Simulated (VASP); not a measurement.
# Mn3Si (Fm-3m) in VASP: notebook

The runs below take Mn3Si through single point, with LDA, LDA+U.

Program: VASP 6.6.1. These are calculated values, not measurements. Logs are shortened: lines on timing, memory, paths and dates and some standing lists are left out, and cuts for length are marked.

### 1 The cell of the first run

Symmetry: Fm-3m, No. 225, cubic system. Conventional cell: a = 5.722 Å, b = 5.722 Å, c = 5.722 Å, α = 90.00°, β = 90.00°, γ = 90.00°. Mn (site symmetry m-3m) has 8 Mn at 2.48 Å and 6 Si at 2.86 Å within 3.3 Å. Within 3.3 Å of Mn (site symmetry -43m) lie 10 Mn at 2.48 to 2.86 Å and 4 Si at 2.48 Å. Si (site symmetry m-3m) has 14 Mn at 2.48 to 2.86 Å within 3.3 Å.

### 2 Single point, LDA

POSCAR reads:

```
Mn3Si
1.0
    0.0000000000      2.8610000000      2.8610000000
    2.8610000000      0.0000000000      2.8610000000
    2.8610000000      2.8610000000      0.0000000000
Mn Si
3 1
Direct
    0.5000000000      0.5000000000      0.5000000000
    0.2500000000      0.2500000000      0.2500000000
    0.7500000000      0.7500000000      0.7500000000
    0.0000000000      0.0000000000      0.0000000000
```

INCAR.step1 reads:

```
SYSTEM = Mn3Si
ALGO = Normal
EDIFF = 1E-6
ENCUT = 520
ISIF = 2
ISMEAR = -1
LASPH = .True.
LCHARG = .True.
LMAXMIX = 4
LREAL = .False.
LWAVE = .False.
NBANDS = 30
NELM = 100
PREC = Accurate
SIGMA = 0.05
```

KPOINTS.step1 reads:

```
k-points
0
Gamma
  10 10 10
  0 0 0
```

INCAR.step2 reads:

```
SYSTEM = Mn3Si
ALGO = Normal
EDIFF = 1E-6
ENCUT = 520
ICHARG = 11
ISIF = 2
ISMEAR = -5
LASPH = .True.
LCHARG = .False.
LMAXMIX = 4
LORBIT = 11
LREAL = .False.
LWAVE = .False.
NBANDS = 30
NEDOS = 2001
NELM = 100
PREC = Accurate
SIGMA = 0.05
```

KPOINTS.step2 reads:

```
k-points
0
Gamma
  15 15 15
  0 0 0
```

Potentials or basis: VASP PAW LDA potentials, release 64 (Mn_pv, Si).

Started as:

```sh
$ cat potpaw_LDA.64/Mn_pv/POTCAR potpaw_LDA.64/Si/POTCAR > POTCAR
$ cp INCAR.step1 INCAR
$ cp KPOINTS.step1 KPOINTS
$ mpirun -np 1 vasp_std > vasp.out
$ cp INCAR.step2 INCAR
$ cp KPOINTS.step2 KPOINTS
$ mpirun -np 1 vasp_std > vasp.out
```

OUTCAR:

```text
SYSTEM = Mn3Si
   EDIFF = 1E-6
   ENCUT = 520
   ICHARG = 11
   ISIF = 2
   ISMEAR = -5
   LASPH = .True.
   LORBIT = 11
   LREAL = .False.
   NELM = 100
   PREC = Accurate

 ion  position               nearest neighbor table
   1  0.500  0.500  0.500-   2 2.48   2 2.48   2 2.48   3 2.48   3 2.48   3 2.48   3 2.48   2 2.48
                             4 2.86   4 2.86   4 2.86   4 2.86   4 2.86   4 2.86
   2  0.250  0.250  0.250-   4 2.48   4 2.48   4 2.48   1 2.48   1 2.48   1 2.48   4 2.48   1 2.48
                             3 2.86   3 2.86   3 2.86   3 2.86   3 2.86   3 2.86
   3  0.750  0.750  0.750-   1 2.48   1 2.48   1 2.48   4 2.48   4 2.48   4 2.48   4 2.48   1 2.48
                             2 2.86   2 2.86   2 2.86   2 2.86   2 2.86   2 2.86
   4  0.000  0.000  0.000-   3 2.48   3 2.48   3 2.48   2 2.48   2 2.48   2 2.48   3 2.48   2 2.48
                             1 2.86   1 2.86   1 2.86   1 2.86   1 2.86   1 2.86

  LATTYP: Found a face centered cubic cell.
 ALAT       =     5.7220000000

  Lattice vectors:

 A1 = (   0.0000000000,   2.8610000000,   2.8610000000)
 A2 = (   2.8610000000,   0.0000000000,   2.8610000000)
 A3 = (   2.8610000000,   2.8610000000,   0.0000000000)

Analysis of symmetry for initial positions (statically):
=====================================================================
 Subroutine PRICEL returns:
 Original cell was already a primitive cell.

 Routine SETGRP: Setting up the symmetry group for a
 face centered cubic supercell.

 Subroutine GETGRP returns: Found 48 space group operations
 (whereof 48 operations were pure point group operations)
 out of a pool of 48 trial point group operations.

The static configuration has the point symmetry O_h .

Analysis of symmetry for dynamics (positions and initial velocities):
=====================================================================
 Subroutine PRICEL returns:
 Original cell was already a primitive cell.

 Routine SETGRP: Setting up the symmetry group for a
 face centered cubic supercell.

 Subroutine GETGRP returns: Found 48 space group operations
 (whereof 48 operations were pure point group operations)
 out of a pool of 48 trial point group operations.

The dynamic configuration has the point symmetry O_h .

 Subroutine INISYM returns: Found 48 space group operations
 (whereof 48 operations are pure point group operations),
 and found     1 'primitive' translations

----------------------------------------------------------------------------------------

                                     Primitive cell

  volume of cell :      46.8364

  direct lattice vectors                    reciprocal lattice vectors
     0.000000000  2.861000000  2.861000000    -0.174764069  0.174764069  0.174764069
     2.861000000  0.000000000  2.861000000     0.174764069 -0.174764069  0.174764069
     2.861000000  2.861000000  0.000000000     0.174764069  0.174764069 -0.174764069

  length of vectors
     4.046065002  4.046065002  4.046065002     0.302700246  0.302700246  0.302700246

  position of ions in fractional coordinates (direct lattice)
     0.500000000  0.500000000  0.500000000
     0.250000000  0.250000000  0.250000000
     0.750000000  0.750000000  0.750000000
     0.000000000  0.000000000  0.000000000

  ion indices of the primitive-cell ions
   primitive index   ion index
                 1           1
                 2           2
                 3           3
                 4           4

----------------------------------------------------------------------------------------

 KPOINTS: k-points

Automatic generation of k-mesh.
 Grid dimensions read from file:
 generate k-points for:   15   15   15

 Generating k-lattice:

  Cartesian coordinates                     Fractional coordinates (reciprocal lattice)
    -0.011650938  0.011650938  0.011650938     0.066666667  0.000000000  0.000000000
     0.011650938 -0.011650938  0.011650938     0.000000000  0.066666667  0.000000000
     0.011650938  0.011650938 -0.011650938     0.000000000  0.000000000  0.066666667

  Length of vectors
     0.020180016  0.020180016  0.020180016

  Shift w.r.t. Gamma in fractional coordinates (k-lattice)
     0.000000000  0.000000000  0.000000000

 TETIRR: Found    484 inequivalent tetrahedra from    20250

 Subroutine IBZKPT returns following result:
 ===========================================

 Found    120 irreducible k-points:

 Following reciprocal coordinates:
            Coordinates               Weight
  0.000000  0.000000  0.000000      1.000000
  0.066667  0.000000  0.000000      8.000000
  0.133333  0.000000  0.000000      8.000000
  0.200000  0.000000  0.000000      8.000000
  0.266667  0.000000  0.000000      8.000000
  0.333333  0.000000  0.000000      8.000000
[... 16 lines left out ...]
  0.133333  0.133333  0.000000      6.000000
  0.200000  0.133333  0.000000     24.000000
 [... further k-points ...]
   k-points           NKPTS =    120   k-points in BZ     NKDIM =    120   number of bands    NBANDS=     30
   number of dos      NEDOS =   2001   number of ions     NIONS =      4
   total plane-waves  NPLWV =  27000
   dimension x,y,z NGX =    30 NGY =   30 NGZ =   30
   dimension x,y,z NGXF=    60 NGYF=   60 NGZF=   60
   ions per type =               3   1
   NGX,Y,Z   is equivalent  to a cutoff of  12.33, 12.33, 12.33 a.u.
   NGXF,Y,Z  is equivalent  to a cutoff of  24.65, 24.65, 24.65 a.u.
 SYSTEM =  Mn3Si
   PREC   = accura    normal or accurate (medium, high low for compatibility)
   ISTART =      0    job   : 0-new  1-cont  2-samecut
   ICHARG =     11    charge: 1-file 2-atom 10-const
   ISPIN  =      1    spin polarized calculation?
   LNONCOLLINEAR =      F non collinear calculations
   LSORBIT =      F    spin-orbit coupling
   LASPH  =      T    aspherical Exc in radial PAW
   ENCUT  =  520.0 eV  38.22 Ry    6.18 a.u.   7.52  7.52  7.52*2*pi/ulx,y,z
   NELM   =    100;   NELMIN=  2; NELMDL=  0     # of ELM steps
   EDIFF  = 0.1E-05   stopping-criterion for ELM
   LREAL  =      F    real-space projection
   EDIFFG = 0.1E-04   stopping-criterion for IOM
   NSW    =      0    number of steps for IOM
   IBRION =     -1    ionic relax: 0-MD 1-quasi-New 2-CG
   NFREE  =      0    steps in history (QN), initial steepest desc. (CG)
   ISIF   =      2    stress and relaxation
   ISYM   =      2    0-nonsym 1-usesym 2-fastsym
   POTIM  = 0.5000    time-step for ionic-motion
   TEBEG  =    0.0;   TEEND  =   0.0 temperature during run
   PSTRESS=    0.0 pullay stress
   NELECT =      43.0000    total number of electrons
   NUPDOWN=      -1.0000    fix difference up-down
   EMIN   =  10.00;   EMAX   =-10.00  energy-range for DOS
   EFERMI =   0.00;   METHOD = LEGACY
   ISMEAR =    -5;   SIGMA  =   0.05  broadening in eV -4-tet -1-fermi 0-gaus
   EFERMI_NEDOS =   21; number of points for ismear=-14 and -15
   IALGO  =     38    algorithm
   IMIX   =      4    mixing-type and parameters
     AMIX     =   0.40;   BMIX     =  1.00
     AMIX_MAG =   1.60;   BMIX_MAG =  1.00
  volume/ion in A,a.u.               =      11.71        79.02
  Fermi-wavevector in a.u.,A,eV,Ry     =   1.591121  3.006782 34.445395  2.531665
  Thomas-Fermi vector in A             =   2.689710
   LORBIT       =     11    0 simple, 1 ext, 2 COOP (PROOUT), +10 PAW based schemes
   GGA     = CA    functional components
   LHFCALC =     F    Hartree Fock is set to
   AEXX    =    0.0000 exact exchange contribution
   IVDW    =     0    specifies the selected vdW correction
   LEPSILON=     F    determine dielectric tensor
   LRPA    =     F    only Hartree local field effects (RPA)
 non-spin polarized calculation
 Fermi weights with tetrahedron method with Bloechl corrections
  energy-cutoff  :      520.00
  volume of cell :       46.84
 maximum number of plane-waves:      1295
 NGX is ok and might be reduce to    30

 number of electron      43.0000044 magnetization

 Free energy of the ion-electron system (eV)
  ---------------------------------------------------
  ext. energy  EPLUGINS =         0.00000000
  ---------------------------------------------------
  free energy    TOTEN  =       -36.94010395 eV

  energy without entropy =      -36.94010395  energy(sigma->0) =      -36.94010395

 E-fermi :  10.1396     XC(G=0): -13.4091

 val. band max:       10.1464115267   @ k =   0.1333   0.0000   0.0000
 cond. band min:      10.1291386233   @ k =  -0.4000   0.3333   0.0667
 fundamental gap:     -0.0172729034
 Fermi energy:        10.1396180087

 k-point     1 :       0.0000    0.0000    0.0000
  band No.  band energies     occupation
      1     -37.8054      2.00000
      2     -37.8054      2.00000
      3     -37.8054      2.00000
      4     -37.3001      2.00000
      5     -37.3001      2.00000
      6     -37.3001      2.00000
[... 22 lines left out ...]
     29      14.6307      0.00000
     30      16.2593      0.00000

 k-point     2 :       0.0667    0.0000    0.0000
  band No.  band energies     occupation
      1     -37.8063      2.00000
      2     -37.8063      2.00000
      3     -37.8058      2.00000
      4     -37.2986      2.00000
      5     -37.2986      2.00000
      6     -37.2967      2.00000
[... 22 lines left out ...]
     29      14.7315      0.00000
     30      16.0250      0.00000

 k-point     3 :       0.1333    0.0000    0.0000
  band No.  band energies     occupation
      1     -37.8089      2.00000
      2     -37.8089      2.00000
      3     -37.8068      2.00000
      4     -37.2942      2.00000
      5     -37.2942      2.00000
      6     -37.2870      2.00000
[... 682 lines left out ...]
     29      15.1013      0.00000
     30      16.1355      0.00000

 k-point    24 :       0.2000    0.1333    0.0000
  band No.  band energies     occupation
      1     -37.8175      2.00000
      2     -37.8170      2.00000
      3     -37.7993      2.00000
      4     -37.2862      2.00000
      5     -37.2862      2.00000
      6     -37.2731      2.00000
[... 22 lines left out ...]
     29      15.2185      0.00000
     30      16.1540      0.00000

 [... further k-points ...]
[... 5 lines left out ...]
  --------------------------------------------------------------------------------------
  -------------------------------------------------------------------------------------
  Total       -9.1387826     -9.1387826     -9.1387826      0.0000000     -0.0000000     -0.0000000
  in kB     -312.6189942   -312.6189942   -312.6189942      0.0000000     -0.0000000     -0.0000000
  external PRESSURE =    -312.6189942 kB  Pullay stress =       0.0000000 kB

 VOLUME and BASIS-vectors are now :
 -----------------------------------------------------------------------------
  energy-cutoff  :      520.00
  volume of cell :       46.84
      direct lattice vectors                 reciprocal lattice vectors
     0.000000000  2.861000000  2.861000000    -0.174764069  0.174764069  0.174764069
     2.861000000  0.000000000  2.861000000     0.174764069 -0.174764069  0.174764069
     2.861000000  2.861000000  0.000000000     0.174764069  0.174764069 -0.174764069

 POSITION                                       TOTAL-FORCE (eV/Angst)
 -----------------------------------------------------------------------------------
      2.86100      2.86100      2.86100         0.000000      0.000000      0.000000
      1.43050      1.43050      1.43050        -0.000000     -0.000000     -0.000000
      4.29150      4.29150      4.29150         0.000000      0.000000      0.000000
      0.00000      0.00000      0.00000         0.000000      0.000000      0.000000
 -----------------------------------------------------------------------------------
    total drift:                                0.000000     -0.000000      0.000000

  FREE ENERGIE OF THE ION-ELECTRON SYSTEM (eV)
  ---------------------------------------------------
  free  energy   TOTEN  =       -36.9401039547 eV

  energy  without entropy=      -36.9401039547  energy(sigma->0) =      -36.94010395

 total charge

# of ion       s       p       d       tot
------------------------------------------
    1        0.375   6.348   5.043  11.766
    2        0.335   6.339   5.275  11.949
    3        0.335   6.339   5.275  11.949
    4        0.720   0.874   0.000   1.594
--------------------------------------------------
tot          1.765  19.900  15.594  37.259
```

It took 79 s on 1 thread of Intel Xeon Platinum 8559C (Emerald Rapids), shared host; peak memory 0.23 GiB.

What came out:

```
Valence electrons inside the program's atomic spheres : Mn 11.77, 11.95 (each value once); Si 1.59
```

Levels at points of the mesh, in eV from the Fermi level:
```tsv
k point	band 17	band 18	band 19	band 20	band 21	band 22	band 23	band 24	band 25	band 26
(0.00, 0.00, 0.00)	-2.07	-2.07	0.32	0.32	0.32	0.42	0.42	0.92	0.92	3.48
```

Caveat: the run has no spin polarisation, though such a crystal can be magnetic; tetrahedron occupations give inexact forces and stress in metals. Spin polarisation is off, so any magnetic state and its effect on volume and gap are missing.

### 3 Single point, LDA+U, collinear spin, ferrimagnetic start

INCAR reads:

```
ALGO     = Normal         # electronic algorithm
EDIFF    = 1E-6           # SCF threshold, eV
ENCUT    = 520            # plane-wave cutoff, eV
ISIF     = 2              # what is computed and relaxed
ISMEAR   = -1             # smearing method
ISPIN    = 2              # spin polarisation
LASPH    = T              # aspherical terms in the spheres
LCHARG   = T              # write CHGCAR
LDAU     = T              # DFT+U
LDAUJ    = 0 0          
LDAUL    = 2 -1           # shell
LDAUPRINT= 1            
LDAUTYPE = 2            
LDAUU    = 8 0            # U, eV
LELF     = T              # ELF
LMAXMIX  = 4              # l up to which the mixer works
LORBIT   = 11             # projections on sites
LREAL    = F              # projectors in reciprocal space
LVHAR    = T            
LWAVE    = F              # write WAVECAR
MAGMOM   = 1.451 -0.41 -0.411 0 # initial moments
NBANDS   = 34             # bands
NELM     = 150            # most SCF steps
NUPDOWN  = 0.63           # fixed moment
PREC     = Accurate       # precision mode
SIGMA    = 0.05           # smearing width, eV
```

KPOINTS reads:

```
k-points
0
Gamma
  10 10 10
```

POSCAR is that of step 2.

Potentials or basis: VASP PAW LDA potentials, release 64 (Mn_pv, Si).

Started as:

```sh
$ cat potpaw_LDA.64/Mn_pv/POTCAR potpaw_LDA.64/Si/POTCAR > POTCAR
$ mpirun -np 1 vasp_std > vasp.out
```

Wall time 4.8 min (1 thread of Intel Xeon Platinum 8488C (Sapphire Rapids), shared host); peak memory 0.23 GiB.

Results (log left out):

```
Free energy                                           : -16.8752 eV
Pressure                                              : 21.1 GPa
Net moment                                            : 0.63 μB per cell
Site moments                                          : Mn +4.29, -1.84 (each value once); Si +0.14 μB
Valence electrons inside the program's atomic spheres : Mn 11.76, 12.01 (each value once); Si 1.71
```

Eigenvalues of the final occupation matrices:
| site | spin | trace | eigenvalues |
| --- | --- | --- | --- |
| site 1 d | 1 | 4.66 | 0.92 0.92 0.92 0.96 0.96 |
| site 1 d | 2 | 0.41 | 0.05 0.05 0.10 0.10 0.10 |
| site 2 d | 1 | 1.80 | 0.09 0.09 0.09 0.77 0.77 |
| site 2 d | 2 | 3.57 | 0.49 0.49 0.86 0.86 0.86 |
| site 3 d | 1 | 1.80 | 0.09 0.09 0.09 0.77 0.77 |
| site 3 d | 2 | 3.57 | 0.49 0.49 0.86 0.86 0.86 |

Caveat: the cell stands under pressure; the total moment is fixed, so each spin has its own Fermi level; the U is typed as a test and isn't derived for this compound.
